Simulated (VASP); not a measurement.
Fe: elastic constants with PBEsol

Crystal: Fe.

```xyz
2
Lattice="2.4342 0.0000 0.0000 -1.2171 2.1080 0.0000 0.0000 0.0000 3.8419" Properties=species:S:1:pos:R:3 pbc="T T T"
Fe    1.2171    0.7027    2.8815
Fe    0.0000    1.4054    0.9605
```

This isn't the form of Fe at room conditions, which is bcc.

```json
{
  "Program": "VASP 6.6.1",
  "Task": "elastic constants",
  "Functional": "PBEsol",
  "Potentials or basis": "VASP PAW PBE potentials, release 64 (Fe)",
  "Cutoff": "600 eV",
  "k mesh": "9 × 9 × 5",
  "Occupations": "fermi-dirac, width 0.05 eV",
  "Spin": "collinear spin, ferromagnetic start",
  "Starting moments": "[3.0, 3.0] μB",
  "Dipole correction": "no",
  "Ions in elastic constants": "relaxed",
  "Further INCAR settings": "ALGO = Normal; EDIFF = 1e-08; IBRION = 6; POTIM = 0.015; NSW = 1; ISIF = 3"
}
```

```json
{"Net moment": "0.00 μB per cell", "Valence electrons inside the program's atomic spheres": "Fe 7.61", "Voigt bulk modulus": "316 GPa", "Highest phonon frequency at Γ": "344 cm⁻¹"}
```

Phonon frequencies in cm⁻¹ (negative: imaginary):
| q point | frequencies |
| --- | --- |
| (0.000, 0.000, 0.000) | 0 0 0 253 253 344 |

Elastic tensor in Voigt notation (GPa, in the Cartesian axes of the cell as first typed):
```
585 197 151   0   0   0
197 585 151   0   0   0
151 151 677   0   0   0
  0   0   0 189   0   0
  0   0   0   0 189   0
  0   0   0   0   0 194
```

Clamped-ion elastic tensor (GPa):
```
599 183 151   0   0   0
183 599 151   0   0   0
151 151 677   0   0   0
  0   0   0 189   0   0
  0   0   0   0 189   0
  0   0   0   0   0 208
```

Wall time 5.1 min on 1 thread of AMD EPYC 9R45 96-Core Processor (Zen 5) (shared host), peak memory 0.24 GiB.

Caveat: the cell is under stress, which shifts elastic constants; the moments typed at the start vanished in this run; the PAW data sets were made with another functional, which shifts forces and pressure a little.
